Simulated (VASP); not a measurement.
# KTaO3 (Pm-3m) in VASP: vibrations by perturbation theory with PBE

Aim: the vibrations by perturbation theory of KTaO3 with PBE.

Program: VASP 6.6.1. These are calculated values, not measurements. Logs are shortened: lines on timing, memory, paths and dates and some standing lists are left out, and cuts for length are marked.

### 1 The cell of the first run

The structure is cubic, space group Pm-3m (No. 221). The conventional cell has a = 4.024 Å, b = 4.024 Å, c = 4.024 Å, α = 90.00°, β = 90.00°, γ = 90.00°. Within 3.7 Å of K (site symmetry m-3m) lie 12 O at 2.85 Å and 8 Ta at 3.49 Å. Ta (site symmetry m-3m) has 6 O at 2.01 Å within 2.7 Å. O (site symmetry 4/mmm) has 2 Ta at 2.01 Å within 2.7 Å.

### 2 Vibrations by perturbation theory, PBE

The input, INCAR:

```
SYSTEM = KTaO3
PREC     = Accurate       ! precision mode
ENCUT    = 520            ! plane-wave cutoff, eV
EDIFF    = 1E-8           ! SCF threshold, eV
ISMEAR   = 0              ! smearing method
SIGMA    = 0.01           ! smearing width, eV
LREAL    = .FALSE.        ! projectors in reciprocal space
LASPH    = .TRUE.         ! aspherical terms in the spheres
NELM     = 80             ! most SCF steps
ALGO     = Normal         ! electronic algorithm
ISIF     = 2              ! what is computed and relaxed
LWAVE    = .FALSE.        ! write WAVECAR
LCHARG   = .FALSE.        ! write CHGCAR
GGA      = PE             ! functional
IBRION   = 8              ! ionic algorithm
NSW      = 1              ! ionic steps
LEPSILON = .TRUE.         ! dielectric tensor by DFPT
```

The input, KPOINTS:

```
Automatic mesh
0
G
  8 8 8
  0 0 0
```

The input, POSCAR:

```
KTaO3
1.0
    4.0244193478      0.0000000000      0.0000000000
    0.0000000000      4.0244193478      0.0000000000
    0.0000000000      0.0000000000      4.0244193478
K Ta O
1 1 3
Direct
    0.0000000000      0.0000000000      0.0000000000
    0.5000000000      0.5000000000      0.5000000000
    0.5000000000      0.0000000000      0.5000000000
    0.5000000000      0.5000000000      0.0000000000
    0.0000000000      0.5000000000      0.5000000000
```

Potentials or basis: VASP PAW PBE potentials, release 64 (K_sv, Ta_pv, O).

On the command line:

```sh
$ cat potpaw_PBE.64/K_sv/POTCAR potpaw_PBE.64/Ta_pv/POTCAR potpaw_PBE.64/O/POTCAR > POTCAR
$ mpirun -np 1 vasp_std > vasp.out
```

OUTCAR:

```text
SYSTEM = KTaO3
   PREC = Accurate
   ENCUT = 520
   EDIFF = 1E-8
   ISMEAR = 0
   LREAL = .FALSE.
   LASPH = .TRUE.
   NELM = 80
   ISIF = 2
   GGA = PE
   IBRION = 8
   NSW = 1
   LEPSILON = .TRUE.

 ion  position               nearest neighbor table
   1  0.000  0.000  0.000-   3 2.85   4 2.85   5 2.85   3 2.85   5 2.85   4 2.85   5 2.85   5 2.85
                             3 2.85   4 2.85   3 2.85   4 2.85   2 3.49   2 3.49   2 3.49   2 3.49
   2  0.500  0.500  0.500-   3 2.01   4 2.01   5 2.01   4 2.01   3 2.01   5 2.01   1 3.49   1 3.49
                             1 3.49   1 3.49   1 3.49   1 3.49   1 3.49   1 3.49
   3  0.500  0.000  0.500-   2 2.01   2 2.01   1 2.85   1 2.85   1 2.85   1 2.85
   4  0.500  0.500  0.000-   2 2.01   2 2.01   1 2.85   1 2.85   1 2.85   1 2.85
   5  0.000  0.500  0.500-   2 2.01   2 2.01   1 2.85   1 2.85   1 2.85   1 2.85

  LATTYP: Found a simple cubic cell.
 ALAT       =     4.0244193478

  Lattice vectors:

 A1 = (   4.0244193478,   0.0000000000,   0.0000000000)
 A2 = (   0.0000000000,   4.0244193478,   0.0000000000)
 A3 = (   0.0000000000,   0.0000000000,   4.0244193478)

Analysis of symmetry for initial positions (statically):
=====================================================================
 Subroutine PRICEL returns:
 Original cell was already a primitive cell.

 Routine SETGRP: Setting up the symmetry group for a
 simple cubic supercell.

 Subroutine GETGRP returns: Found 48 space group operations
 (whereof 48 operations were pure point group operations)
 out of a pool of 48 trial point group operations.

The static configuration has the point symmetry O_h .

Analysis of symmetry for dynamics (positions and initial velocities):
=====================================================================
 Subroutine PRICEL returns:
 Original cell was already a primitive cell.

 Routine SETGRP: Setting up the symmetry group for a
 simple cubic supercell.

 Subroutine GETGRP returns: Found 48 space group operations
 (whereof 48 operations were pure point group operations)
 out of a pool of 48 trial point group operations.

The dynamic configuration has the point symmetry O_h .

 Subroutine INISYM returns: Found 48 space group operations
 (whereof 48 operations are pure point group operations),
 and found     1 'primitive' translations

----------------------------------------------------------------------------------------

                                     Primitive cell

  volume of cell :      65.1793

  direct lattice vectors                    reciprocal lattice vectors
     4.024419348  0.000000000  0.000000000     0.248483051  0.000000000  0.000000000
     0.000000000  4.024419348  0.000000000     0.000000000  0.248483051  0.000000000
     0.000000000  0.000000000  4.024419348     0.000000000  0.000000000  0.248483051

  length of vectors
     4.024419348  4.024419348  4.024419348     0.248483051  0.248483051  0.248483051

  position of ions in fractional coordinates (direct lattice)
     0.000000000  0.000000000  0.000000000
     0.500000000  0.500000000  0.500000000
     0.500000000  0.000000000  0.500000000
     0.500000000  0.500000000  0.000000000
     0.000000000  0.500000000  0.500000000

  ion indices of the primitive-cell ions
   primitive index   ion index
                 1           1
                 2           2
                 3           3
                 4           4
                 5           5

----------------------------------------------------------------------------------------
[... 811 lines left out ...]
     0.00107  0.00000  0.00000
     0.00000  0.00107 -0.00000
     0.00000  0.00000 -0.00223

[... ionic steps 4 to 9 ...]

--------------------------------------- Ionic step       10  -------------------------------------------

------------------------ aborting loop because EDIFF is reached ----------------------------------------

--------------------------------------- Ionic step       11  -------------------------------------------

 Free energy of the ion-electron system (eV)
  ---------------------------------------------------
  ---------------------------------------------------
  free energy    TOTEN  =        -0.37917092 eV

  energy without entropy =       -0.37917092

------------------------ aborting loop because EDIFF is reached ----------------------------------------

 INTERNAL STRAIN TENSOR  FOR ION    3  DIRECTION 2   (eV/Angst):
 -----------------------------------------------------------------------------
    -0.00603  0.00000 -0.00000
     0.00000  0.02024 -0.00000
    -0.00000  0.00000 -0.00603

 MACROSCOPIC STATIC DIELECTRIC TENSOR (including local field effects in DFT)
 ------------------------------------------------------
           5.478863     0.000000     0.000000
          -0.000000     5.478863     0.000000
          -0.000000    -0.000000     5.478863
 ------------------------------------------------------

 PIEZOELECTRIC TENSOR (including local field effects)  for field in x, y, z        (e  Angst)
          XX          YY          ZZ          XY          YZ          ZX
  --------------------------------------------------------------------------------
  x     0.00000     0.00000     0.00000     0.00000     0.00000     0.00000
  y     0.00000     0.00000     0.00000     0.00000     0.00000     0.00000
  z     0.00000     0.00000     0.00000     0.00000     0.00000     0.00000

 PIEZOELECTRIC TENSOR (including local field effects)  for field in x, y, z        (C/m^2)
          XX          YY          ZZ          XY          YZ          ZX
  --------------------------------------------------------------------------------
  x     0.00000     0.00000     0.00000     0.00000     0.00000     0.00000
  y     0.00000     0.00000     0.00000     0.00000     0.00000     0.00000
  z     0.00000     0.00000     0.00000     0.00000     0.00000     0.00000

 BORN EFFECTIVE CHARGES (including local field effects) (in |e|, cummulative output)
 ---------------------------------------------------------------------------------
 ion    1
    1     1.14720    -0.00000     0.00000
    2    -0.00000     1.14720     0.00000
    3     0.00000     0.00000     1.14720
 ion    2
    1     8.80221     0.00000    -0.00000
    2    -0.00000     8.80221     0.00000
    3    -0.00000    -0.00000     8.80221
 ion    3
    1    -1.66163     0.00000     0.00000
    2     0.00000    -6.62616     0.00000
    3    -0.00000     0.00000    -1.66163
 ion    4
    1    -1.66163     0.00000    -0.00000
    2     0.00000    -1.66163    -0.00000
    3     0.00000     0.00000    -6.62616
 ion    5
    1    -6.62616     0.00000     0.00000
    2     0.00000    -1.66163     0.00000
    3     0.00000     0.00000    -1.66163

 INTERNAL STRAIN TENSOR FOR ION    5 for displacements in x,y,z  (eV/Angst):
          X           Y           Z          XY          YZ          ZX
  --------------------------------------------------------------------------------
  x     0.00000     0.00000     0.00000     0.00000     0.00000     0.00000
  y     0.00000     0.00000     0.00000     0.00000     0.00000     0.00000
  z     0.00000     0.00000     0.00000     0.00000     0.00000     0.00000

 SECOND DERIVATIVES (NOT SYMMETRIZED)
 ------------------------------------
               1X          1Y          1Z          2X          2Y          2Z          3X          3Y          3Z          4X          4Y          4Z          5X          5Y          5Z
  1X    -3.864023   -0.000000    0.000000    2.225253   -0.000000    0.000000    0.483734    0.000000    0.000000    0.483734   -0.000000   -0.000000    0.671303   -0.000000   -0.000000
  1Y    -0.000000   -3.864023    0.000000   -0.000000    2.225253   -0.000000    0.000000    0.671303   -0.000000   -0.000000    0.483734   -0.000000    0.000000    0.483734   -0.000000
  1Z     0.000000    0.000000   -3.864023   -0.000000    0.000000    2.225253   -0.000000   -0.000000    0.483734   -0.000000   -0.000000    0.671303   -0.000000   -0.000000    0.483734
  2X     2.215089    0.000000   -0.000000   -1.060633    0.000000    0.000000   -0.008472   -0.000000   -0.000000   -0.008472   -0.000000    0.000000   -1.137511   -0.000000    0.000000
  2Y    -0.000000    2.215089   -0.000000    0.000000   -1.060633    0.000000   -0.000000   -1.137511   -0.000000   -0.000000   -0.008472    0.000000   -0.000000   -0.008472   -0.000000
  2Z    -0.000000   -0.000000    2.215089    0.000000    0.000000   -1.060633   -0.000000    0.000000   -0.008472   -0.000000   -0.000000   -1.137511    0.000000   -0.000000   -0.008472
  3X     0.486161    0.000000    0.000000   -0.016634    0.000000    0.000000   -4.861509    0.000000    0.000000   -0.748614    0.000000    0.000000    5.140597    0.000000    0.000000
  3Y    -0.000000    0.667048    0.000000   -0.000000   -1.131116   -0.000000   -0.000000   -9.803250   -0.000000   -0.000000    5.133659    0.000000    0.000000    5.133659    0.000000
  3Z     0.000000    0.000000    0.486161    0.000000    0.000000   -0.016634    0.000000    0.000000   -4.861509    0.000000    0.000000    5.140597    0.000000    0.000000   -0.748614
  4X     0.486161    0.000000    0.000000   -0.016634    0.000000    0.000000   -0.748614    0.000000    0.000000   -4.861509    0.000000    0.000000    5.140597    0.000000    0.000000
  4Y     0.000000    0.486161    0.000000    0.000000   -0.016634    0.000000    0.000000    5.140597    0.000000    0.000000   -4.861509    0.000000    0.000000   -0.748614    0.000000
  4Z    -0.000000   -0.000000    0.667048    0.000000    0.000000   -1.131116    0.000000   -0.000000    5.133659   -0.000000    0.000000   -9.803250   -0.000000   -0.000000    5.133659
  5X     0.667048    0.000000    0.000000   -1.131116   -0.000000   -0.000000    5.133659    0.000000   -0.000000    5.133659   -0.000000    0.000000   -9.803250   -0.000000   -0.000000
  5Y     0.000000    0.486161    0.000000    0.000000   -0.016634    0.000000    0.000000    5.140597    0.000000    0.000000   -0.748614    0.000000    0.000000   -4.861509    0.000000
  5Z     0.000000    0.000000    0.486161    0.000000    0.000000   -0.016634    0.000000    0.000000   -0.748614    0.000000    0.000000    5.140597    0.000000    0.000000   -4.861509

 Eigenvectors and eigenvalues of the dynamical matrix
 ----------------------------------------------------

   1 f  =   15.274188 THz    95.970554 2PiTHz  509.492073 cm-1    63.168938 meV
             X         Y         Z           dx          dy          dz
      0.000000  0.000000  0.000000     0.003565    0.005184    0.000000
      2.012210  2.012210  2.012210    -0.010044   -0.014607    0.000000
      2.012210  0.000000  2.012210     0.240645   -0.658616   -0.000000
      2.012210  2.012210  0.000000     0.240645    0.349958    0.000000
      0.000000  2.012210  2.012210    -0.452890    0.349958   -0.000000
[... 105 lines left out ...]
  15 f/i=    1.279947 THz     8.042144 2PiTHz   42.694434 cm-1     5.293433 meV
             X         Y         Z           dx          dy          dz
      0.000000  0.000000  0.000000    -0.005399    0.175963    0.002062
      2.012210  2.012210  2.012210     0.015638   -0.509631   -0.005972
      2.012210  0.000000  2.012210    -0.014464    0.513636    0.005523
      2.012210  2.012210  0.000000    -0.014464    0.471388    0.006018
      0.000000  2.012210  2.012210    -0.015761    0.471388    0.005523

--------------------------------------------------------------------------------------------------------

 MACROSCOPIC STATIC DIELECTRIC TENSOR IONIC CONTRIBUTION
 ------------------------------------------------------
           4.256203    -0.000000     0.000000
          -0.000000     4.256203     0.000000
          -0.000000     0.000000     4.256203
 ------------------------------------------------------

 ELASTIC MODULI CONTR FROM IONIC RELAXATION (kBar)
 Direction    XX          YY          ZZ          XY          YZ          ZX
 --------------------------------------------------------------------------------
 XX           0.0000      0.0000      0.0000      0.0000      0.0000      0.0000
 YY           0.0000      0.0000      0.0000      0.0000      0.0000      0.0000
 ZZ           0.0000      0.0000      0.0000      0.0000      0.0000      0.0000
 XY           0.0000      0.0000      0.0000      0.0000      0.0000      0.0000
 YZ           0.0000      0.0000      0.0000      0.0000      0.0000      0.0000
 ZX           0.0000      0.0000      0.0000      0.0000      0.0000      0.0000
 --------------------------------------------------------------------------------

 PIEZOELECTRIC TENSOR IONIC CONTR  for field in x, y, z        (C/m^2)
          XX          YY          ZZ          XY          YZ          ZX
  --------------------------------------------------------------------------------
  x     0.00000     0.00000     0.00000     0.00000     0.00000     0.00000
  y     0.00000     0.00000     0.00000     0.00000     0.00000     0.00000
  z     0.00000     0.00000     0.00000     0.00000     0.00000     0.00000
```

Run time: 58 min. Hardware: 1 thread of Oxide Virtual Turin-like, shared host; peak memory 0.57 GiB.

Results:

```yaml
Electronic_dielectric_tensor_diagonal: 5.48
Born_charges_mean_of_the_diagonal: K +1.15; Ta +8.80; O -3.32 e
Highest_phonon_frequency_at_Γ_LO-TO_splitting_left_out: 509 cm⁻¹
Most_unstable_mode: 43i cm⁻¹
```

Phonon frequencies in cm⁻¹ (negative: imaginary):
```csv
q point,frequencies
"(0.000, 0.000, 0.000)",-43 -43 -43 0 0 0 181 181 181 264 264 264 509 509 509
```

Electronic dielectric tensor:
```
5.48 0.00 0.00
0.00 5.48 0.00
0.00 0.00 5.48
```

Born effective charge tensors (e):
atom 1, K
```
1.15 0.00 0.00
0.00 1.15 0.00
0.00 0.00 1.15
```
atom 2, Ta
```
8.80 0.00 0.00
0.00 8.80 0.00
0.00 0.00 8.80
```
atom 3, O
```
-1.66  0.00  0.00
 0.00 -6.63  0.00
 0.00  0.00 -1.66
```
atom 4, O
```
-1.66  0.00  0.00
 0.00 -1.66  0.00
 0.00  0.00 -6.63
```
atom 5, O
```
-6.63  0.00  0.00
 0.00 -1.66  0.00
 0.00  0.00 -1.66
```

Caveat: some modes are imaginary; spin-orbit coupling is left out, which moves the levels of the heavy elements.
